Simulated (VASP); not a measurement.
# Al2O3 (R-3c) in VASP: single point with LDA

Aim: the single point of Al2O3 with LDA.

Program: VASP 6.6.1. These are calculated values, not measurements. Logs are shortened: lines on timing, memory, paths and dates and some standing lists are left out, and cuts for length are marked.

**Experimental background.**

From “Multi-petahertz electron interference in Cr:Al2O3 solid-state material”, 2018, pmc:5906618, for a bulk crystal of Al2O3: band gap 8.7 eV (optical).

The runs below are set against these values where they give the same quantity.

## 1. The cell of the first run

Symmetry: R-3c, No. 167, trigonal system. Conventional cell: a = 4.729 Å, b = 4.729 Å, c = 12.890 Å, α = 90.00°, β = 90.00°, γ = 120.00°. Al (site symmetry 3) has 6 O at 1.84 to 1.95 Å within 2.4 Å. Within 2.4 Å of O (site symmetry 2) lie 4 Al at 1.84 to 1.95 Å.

## 2. Single point, LDA

File INCAR:

```
ALGO = Normal
EDIFF = 1E-6
ENCUT = 1340
GGA_COMPAT = False
ISIF = 2
ISMEAR = -1
LASPH = True
LCHARG = False
LREAL = False
LWAVE = False
NBANDS = 35
NELM = 120
PREC = Accurate
SIGMA = 0.02
```

File KPOINTS:

```
k-points
0
Gamma
  6 6 6
```

File POSCAR:

```
Al2O3
1.0
    2.3643414007      1.3650531441      4.2966967319
   -2.3643414007      1.3650531441      4.2966967319
    0.0000000000     -2.7301062883      4.2966967319
Al O
4 6
Direct
    0.3519802914      0.3519802914      0.3519802914
    0.1480197086      0.1480197086      0.1480197086
    0.6480197086      0.6480197086      0.6480197086
    0.8519802914      0.8519802914      0.8519802914
    0.5558304224      0.9441695776      0.2500000000
    0.2500000000      0.5558304224      0.9441695776
    0.9441695776      0.2500000000      0.5558304224
    0.4441695776      0.0558304224      0.7500000000
    0.7500000000      0.4441695776      0.0558304224
    0.0558304224      0.7500000000      0.4441695776
```

Potentials or basis: VASP PAW LDA potentials, release 64 (Al, O_h).

Started as:

```sh
$ cat potpaw_LDA.64/Al/POTCAR potpaw_LDA.64/O_h/POTCAR > POTCAR
$ mpirun -np 1 vasp_std > vasp.out
```

OUTCAR:

```text
EDIFF = 1E-6
   ENCUT = 1340
   ISIF = 2
   ISMEAR = -1
   LASPH = True
   LREAL = False
   NELM = 120
   PREC = Accurate

 ion  position               nearest neighbor table
   1  0.352  0.352  0.352-   9 1.84   8 1.84  10 1.84   7 1.95   6 1.95   5 1.95   2 2.63   3 2.77
                             3 2.77   3 2.77   2 3.20   2 3.20   2 3.20
   2  0.148  0.148  0.148-  10 1.84   8 1.84   9 1.84   6 1.95   7 1.95   5 1.95   1 2.63   4 2.77
                             4 2.77   4 2.77   1 3.20   1 3.20   1 3.20
   3  0.648  0.648  0.648-   6 1.84   5 1.84   7 1.84  10 1.95   9 1.95   8 1.95   4 2.63   1 2.77
                             1 2.77   1 2.77   4 3.20   4 3.20   4 3.20
   4  0.852  0.852  0.852-   7 1.84   5 1.84   6 1.84   9 1.95  10 1.95   8 1.95   3 2.63   2 2.77
                             2 2.77   2 2.77   3 3.20   3 3.20   3 3.20
   5  0.556  0.944  0.250-   3 1.84   4 1.84   1 1.95   2 1.95
   6  0.250  0.556  0.944-   3 1.84   4 1.84   2 1.95   1 1.95
   7  0.944  0.250  0.556-   4 1.84   3 1.84   1 1.95   2 1.95
   8  0.444  0.056  0.750-   1 1.84   2 1.84   3 1.95   4 1.95
   9  0.750  0.444  0.056-   1 1.84   2 1.84   4 1.95   3 1.95
  10  0.056  0.750  0.444-   2 1.84   1 1.84   3 1.95   4 1.95

  LATTYP: Found a trigonal (rhomboedric) cell.
 ALAT       =     5.0906859215
 COS(alpha) =     0.5685824949

  Lattice vectors:

 A1 = (   2.3643414007,   1.3650531441,   4.2966967319)
 A2 = (  -2.3643414007,   1.3650531441,   4.2966967319)
 A3 = (   0.0000000000,  -2.7301062883,   4.2966967319)

Analysis of symmetry for initial positions (statically):
=====================================================================
 Subroutine PRICEL returns:
 Original cell was already a primitive cell.

 Routine SETGRP: Setting up the symmetry group for a
 trigonal (rhombohedral) supercell.

 Subroutine GETGRP returns: Found 12 space group operations
 (whereof  6 operations were pure point group operations)
 out of a pool of 12 trial point group operations.

The static configuration has the point symmetry S_6 .
 The point group associated with its full space group is D_3d.

Analysis of symmetry for dynamics (positions and initial velocities):
=====================================================================
 Subroutine PRICEL returns:
 Original cell was already a primitive cell.

 Routine SETGRP: Setting up the symmetry group for a
 trigonal (rhombohedral) supercell.

 Subroutine GETGRP returns: Found 12 space group operations
 (whereof  6 operations were pure point group operations)
 out of a pool of 12 trial point group operations.

The dynamic configuration has the point symmetry S_6 .
[... 127 lines left out ...]
   NELECT =      48.0000    total number of electrons
   NUPDOWN=      -1.0000    fix difference up-down
   EMIN   =  10.00;   EMAX   =-10.00  energy-range for DOS
   EFERMI =   0.00;   METHOD = LEGACY
   ISMEAR =    -1;   SIGMA  =   0.02  broadening in eV -4-tet -1-fermi 0-gaus
   EFERMI_NEDOS =   21; number of points for ismear=-14 and -15
   IALGO  =     38    algorithm
   IMIX   =      4    mixing-type and parameters
     AMIX     =   0.40;   BMIX     =  1.00
     AMIX_MAG =   1.60;   BMIX_MAG =  1.00
  volume/ion in A,a.u.               =       8.32        56.15
  Fermi-wavevector in a.u.,A,eV,Ry     =   1.362825  2.575365 25.269982  1.857291
  Thomas-Fermi vector in A             =   2.489281
   LORBIT       =      0    0 simple, 1 ext, 2 COOP (PROOUT), +10 PAW based schemes
   GGA     = CA    functional components
   LHFCALC =     F    Hartree Fock is set to
   AEXX    =    0.0000 exact exchange contribution
   IVDW    =     0    specifies the selected vdW correction
   LEPSILON=     F    determine dielectric tensor
   LRPA    =     F    only Hartree local field effects (RPA)
 non-spin polarized calculation
  energy-cutoff  :     1340.00
  volume of cell :       83.20
 maximum number of plane-waves:      9308
 NGX is ok and might be reduce to    64
   NGX = 31   NGY = 31   NGZ = 31

 number of electron      48.0000001 magnetization

 Free energy of the ion-electron system (eV)
  ---------------------------------------------------
  ext. energy  EPLUGINS =         0.00000000
  ---------------------------------------------------
  free energy    TOTEN  =       -83.18435865 eV

  energy without entropy =      -83.18435865  energy(sigma->0) =      -83.18435865

 E-fermi :   7.0827     XC(G=0): -12.2775

 val. band max:        6.6256115256   @ k =   0.0000   0.0000   0.0000
 cond. band min:      13.0754817759   @ k =   0.0000   0.0000   0.0000
 fundamental gap:      6.4498702503
 Fermi energy:         7.0827311832

 k-point     1 :       0.0000    0.0000    0.0000
  band No.  band energies     occupation
      1     -12.5589      2.00000
      2     -10.0404      2.00000
      3      -9.7341      2.00000
      4      -9.7341      2.00000
      5      -9.3918      2.00000
      6      -9.3918      2.00000
[... 901 lines left out ...]
     34      19.9507      0.00000
     35      20.1462      0.00000

 [... further k-points ...]

------------------------ aborting loop because EDIFF is reached ----------------------------------------

  FORCE on cell =-STRESS in cart. coord.  units (eV):
  Direction    XX          YY          ZZ          XY          YZ          ZX
  --------------------------------------------------------------------------------------
  -------------------------------------------------------------------------------------
  Total        0.3161092      0.3161092      0.2220424     -0.0000000     -0.0000000      0.0000000
  in kB        6.0869826      6.0869826      4.2756376     -0.0000000     -0.0000000      0.0000000
  external PRESSURE =       5.4832009 kB  Pullay stress =       0.0000000 kB

 VOLUME and BASIS-vectors are now :
 -----------------------------------------------------------------------------
  energy-cutoff  :     1340.00
  volume of cell :       83.20
      direct lattice vectors                 reciprocal lattice vectors
     2.364341401  1.365053144  4.296696732     0.211475382  0.122095369  0.077578976
    -2.364341401  1.365053144  4.296696732    -0.211475382  0.122095369  0.077578976
     0.000000000 -2.730106288  4.296696732     0.000000000 -0.244190737  0.077578976

 POSITION                                       TOTAL-FORCE (eV/Angst)
 -----------------------------------------------------------------------------------
      0.00000     -0.00000      4.53706         0.000000      0.000000     -0.007471
      0.00000     -0.00000      1.90799         0.000000     -0.000000      0.007471
      0.00000     -0.00000      8.35303         0.000000     -0.000000      0.007471
      0.00000     -0.00000     10.98210         0.000000      0.000000     -0.007471
     -0.91817      1.36505      7.51922        -0.006795     -0.000000     -0.000000
     -0.72309     -1.47768      7.51922         0.003398     -0.005885      0.000000
      1.64125      0.11263      7.51922         0.003398      0.005885      0.000000
      0.91817     -1.36505      5.37087         0.006795     -0.000000     -0.000000
      0.72309      1.47768      5.37087        -0.003398      0.005885      0.000000
     -1.64125     -0.11263      5.37087        -0.003398     -0.005885      0.000000
 -----------------------------------------------------------------------------------
    total drift:                               -0.000000      0.000000     -0.000000

  FREE ENERGIE OF THE ION-ELECTRON SYSTEM (eV)
  ---------------------------------------------------
  free  energy   TOTEN  =       -83.1843586500 eV

  energy  without entropy=      -83.1843586500  energy(sigma->0) =      -83.18435865
```

OSZICAR:

```text
N       E                     dE             d eps       ncg     rms          rms(c)
DAV:   1     0.482247767829E+03    0.48225E+03   -0.43283E+04  2240   0.279E+03
DAV:   2    -0.377979177669E+02   -0.52005E+03   -0.48953E+03  3012   0.406E+02
DAV:   3    -0.904595677639E+02   -0.52662E+02   -0.52150E+02  2888   0.131E+02
DAV:   4    -0.915058988591E+02   -0.10463E+01   -0.10423E+01  2864   0.195E+01
DAV:   5    -0.915298508501E+02   -0.23952E-01   -0.23922E-01  2821   0.283E+00    0.179E+01
DAV:   6    -0.833845705523E+02    0.81453E+01   -0.27584E+01  2896   0.282E+01    0.720E+00
DAV:   7    -0.832745017140E+02    0.11007E+00   -0.99873E-01  2640   0.522E+00    0.313E+00
DAV:   8    -0.831991147024E+02    0.75387E-01   -0.48099E-02  2920   0.213E+00    0.124E+00
DAV:   9    -0.831842945193E+02    0.14820E-01   -0.15284E-02  2760   0.114E+00    0.224E-01
DAV:  10    -0.831845370774E+02   -0.24256E-03   -0.27257E-03  2872   0.299E-01    0.122E-01
DAV:  11    -0.831843567495E+02    0.18033E-03   -0.80036E-04  2856   0.167E-01    0.385E-02
DAV:  12    -0.831843586574E+02   -0.19079E-05   -0.18439E-05  2672   0.284E-02    0.124E-02
DAV:  13    -0.831843586500E+02    0.73810E-08   -0.38374E-07  2016   0.420E-03
   1 F= -.83184359E+02 E0= -.83184359E+02  d E =-.143463E-11
```

stdout:

```text
POSCAR found type information on POSCAR AlO
 POSCAR found :  2 types and      10 ions
 scaLAPACK will be used
 LDA part: xc-table for (Slater(with rela. corr.)+CA(PZ))
 , standard interpolation
 POSCAR, INCAR and KPOINTS ok, starting setup
 FFT: planning ... GRIDC
 FFT: planning ... GRID_SOFT
 FFT: planning ... GRID
 WAVECAR not read
 entering main loop
```

Wall time 7 min (1 thread of Intel Xeon Platinum 8488C (Sapphire Rapids), shared host); peak memory 0.57 GiB.

Results:

| Property | Result |
| --- | --- |
| Free energy | -83.1844 eV |
| Pressure | 0.5 GPa |
| Largest force | 0.007 eV/Å |
| Band gap on the k mesh | 6.45 eV |

Forces in eV/Å, atoms in the order of the input:
```
Al   0.000  0.000 -0.007
Al   0.000  0.000  0.007
Al   0.000  0.000  0.007
Al   0.000  0.000 -0.007
O   -0.007  0.000  0.000
O    0.003 -0.006  0.000
O    0.003  0.006  0.000
O    0.007  0.000  0.000
O   -0.003  0.006  0.000
O   -0.003 -0.006  0.000
```

Stress tensor (GPa, compression positive):
```
0.61 0.00 0.00
0.00 0.61 0.00
0.00 0.00 0.43
```

Levels at points of the mesh, in eV from the valence-band top:
| k point | band 20 | band 21 | band 22 | band 23 | band 24 | band 25 | band 26 | band 27 | band 28 | band 29 |
| --- | --- | --- | --- | --- | --- | --- | --- | --- | --- | --- |
| (0.00, 0.00, 0.00) | -0.53 | -0.53 | -0.04 | -0.04 | 0.00 | 6.45 | 9.10 | 10.81 | 11.56 | 11.56 |
| (0.50, 0.00, 0.00) | -1.35 | -0.95 | -0.95 | -0.29 | -0.29 | 9.48 | 9.48 | 9.77 | 9.77 | 11.64 |
| (0.50, 0.50, 0.00) | -1.34 | -1.06 | -0.95 | -0.78 | -0.26 | 9.46 | 9.87 | 9.98 | 10.49 | 11.10 |
| (0.50, 0.50, 0.50) | -2.09 | -0.39 | -0.39 | -0.39 | -0.39 | 8.77 | 8.77 | 11.02 | 11.02 | 12.57 |

## 3. Against experiment

Step 2. A measured gap of Al2O3 is 8.7 eV (optical; quoted in “Multi-petahertz electron interference in Cr:Al2O3 solid-state material”, 2018, pmc:5906618); the calculated 6.45 eV misses it by -2.25 eV. The value is that of LDA on a finite k mesh, which can miss the band edges, without temperature or zero-point motion. Semilocal functionals fall short of measured gaps as a rule.
